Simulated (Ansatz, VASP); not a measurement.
Ga2S in VASP and in Ansatz

```
CELL_PARAMETERS angstrom
0.00000 3.26257 3.26257
3.26257 0.00000 3.26257
3.26257 3.26257 0.00000
ATOMIC_POSITIONS crystal
Ga 0.75000 0.75000 0.75000
Ga 0.50000 0.50000 0.50000
S 0.00000 0.00000 0.00000
```

Change from the starting cell: species swapped into the Cu2Se type (F-43m, No. 216).

Alike in both runs: functional PBE; k mesh 4 × 4 × 4; occupations gaussian, width 0.15 eV; no spin polarisation.

Ansatz relaxed the structure, and its values are those at the end. VASP's run is a single point on that final structure, the one shown.

|  | VASP | Ansatz |
| --- | --- | --- |
| version | VASP 6.6.1 | Ansatz 0.2.0 |
| potentials or method | VASP PAW PBE potentials, release 64 (Ga_d, S), cutoff 500 eV | scalar-relativistic, plane waves, PAW |
| valence electrons in the cell | 32 | 32 |

```tsv
	VASP	Ansatz	Ansatz less VASP
gap on the k mesh at the Fermi level (eV)	none	none	-
pressure (GPa)	0.2	0.1	-0.09
```

A gap of «none» marks a metal or a gap that the smearing closes.

The k mesh is coarse, so the values compare programs but aren't converged.
